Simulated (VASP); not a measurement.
A run of VASP 6.6.1 is set up as follows.

The input INCAR:

```
SYSTEM = InP
  PREC = Accurate
  ENCUT = 600
  EDIFF = 1E-7
  ISMEAR = 0
  SIGMA = 0.01
  LREAL = .False.
  LASPH = .True.
  NELM = 100
  ALGO = Normal
  ISIF = 3
  LWAVE = .False.
  LCHARG = .False.
  GGA = CA
  IBRION = 2
  NSW = 100
  EDIFFG = -0.002
  PSTRESS = 150.0
```

The input KPOINTS:

```
Automatic mesh
0
Gamma
  8 8 8
  0 0 0
```

Contents of POSCAR:

```
InP
1.0
    0.0000000000      2.9136709973      2.9136709973
    2.9136709973      0.0000000000      2.9136709973
    2.9136709973      2.9136709973      0.0000000000
In P
1 1
Direct
    0.0000000000      0.0000000000      0.0000000000
    0.7500000000      0.7500000000      0.7500000000
```

Potentials or basis: VASP PAW LDA potentials, release 64 (In_d, P).

Run with:

```sh
$ cat potpaw_LDA.64/In_d/POTCAR potpaw_LDA.64/P/POTCAR > POTCAR
$ mpirun -np 1 vasp_std > vasp.out
```

(1) Predict the space group after relaxing (to 0.05 Å).

(2) Predict the relaxed cell.

(3) Estimate the band gap on the k mesh.

Answers

(1) F-43m (No. 216).

(2) a = 3.921 Å, b = 3.921 Å, c = 3.921 Å, α = 60.00°, β = 60.00°, γ = 60.00°.

(3) 1.28 eV, indirect (least direct gap 1.39 eV).

Caveat: the cell is relaxed towards a set pressure, so the enthalpy falls and the energy may rise; spin-orbit coupling is left out, which moves the levels of the heavy elements.
